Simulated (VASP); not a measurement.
Write the native input for VASP 6.6.1 that does the following.

* Task: single point
* Functional: PBE
* Potentials or basis: VASP PAW PBE potentials, release 64 (Au)
* Cutoff: 500 eV
* k mesh: 11 × 11 × 11
* Occupations: methfessel-paxton, width 0.01 eV
* Spin: no spin polarisation
* Dipole correction: no
* Further INCAR settings: ALGO = Normal; EDIFF = 1e-06; NBANDS = 12

The structure of Au lies in POSCAR:

```
Au
1.0
    0.0000000000      1.9934577312      1.9934577312
    1.9934577312      0.0000000000      1.9934577312
    1.9934577312      1.9934577312      0.0000000000
Au
1
Direct
    0.0000000000      0.0000000000      0.0000000000
```

The input as run:

INCAR

```
SYSTEM = Au
PREC = Accurate
ENCUT = 500
EDIFF = 1E-6
ISMEAR = 1
SIGMA = 0.01
LREAL = .FALSE.
LASPH = .TRUE.
NELM = 120
ALGO = Normal
ISIF = 2
LWAVE = .FALSE.
LCHARG = .FALSE.
GGA = PE
NBANDS = 12
GGA_COMPAT = .FALSE.
```

KPOINTS

```
regular mesh
0
G
  11 11 11
  0 0 0
```

Potentials or basis: VASP PAW PBE potentials, release 64 (Au).

Command:

```bash
$ cat potpaw_PBE.64/Au/POTCAR > POTCAR
$ mpirun -np 1 vasp_std > vasp.out
```

It gave:

| Item | Value |
| --- | --- |
| Pressure | 25.2 GPa |

Wall time 7.8 s on 1 thread of Intel(R) Xeon(R) 6975P-C (Granite Rapids), with other jobs on the host, peak memory 0.14 GiB.
